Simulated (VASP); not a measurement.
Input of a VASP 6.6.1 run:

File POSCAR:

```
MoS2
1.0
    1.5748587398      0.9092451173      6.0739551840
   -1.5748587398      0.9092451173      6.0739551840
    0.0000000000     -1.8184902347      6.0739551840
Mo S
1 2
Direct
    0.0000000000      0.0000000000      0.0000000000
    0.2500000000      0.2500000000      0.2500000000
    0.7500000000      0.7500000000      0.7500000000
```

Contents of INCAR.step1:

```
SYSTEM = MoS2
  ALGO = Normal
  EDIFF = 1E-4
  ENCUT = 520
  GGA = PE
  ISMEAR = -1
  LASPH = .TRUE.
  LCHARG = .FALSE.
  LREAL = .FALSE.
  LWAVE = .TRUE.
  NBANDS = 20
  NELM = 80
  PREC = Accurate
  SIGMA = 0.05
```

INCAR.step2

```
SYSTEM = MoS2
  ALGO = Normal
  EDIFF = 1E-7
  ENCUT = 520
  ISIF = 2
  ISMEAR = -1
  ISTART = 1
  LASPH = .TRUE.
  LCHARG = .FALSE.
  LMIXTAU = .TRUE.
  LREAL = .FALSE.
  LWAVE = .FALSE.
  METAGGA = R2SCAN
  NBANDS = 20
  NELM = 80
  PREC = Accurate
  SIGMA = 0.05
```

The input KPOINTS:

```
k-points
0
G
  10 10 10
  0 0 0
```

Potentials or basis: VASP PAW PBE potentials, release 64 (Mo_sv, S).

Command:

```bash
$ cat potpaw_PBE.64/Mo_sv/POTCAR potpaw_PBE.64/S/POTCAR > POTCAR
$ cp INCAR.step1 INCAR
$ mpirun -np 1 vasp_std > vasp.out
$ cp INCAR.step2 INCAR
$ mpirun -np 1 vasp_std > vasp.out
```

(1) Estimate the band gap on the k mesh.

(2) What does it give for the pressure?

Results:

(1) zero (bands 13 and 14 overlap by 0.77 eV).

(2) 10.6 GPa.

Caveat: the cell stands under pressure; the PAW data sets were made with another functional, which shifts forces and pressure a little.
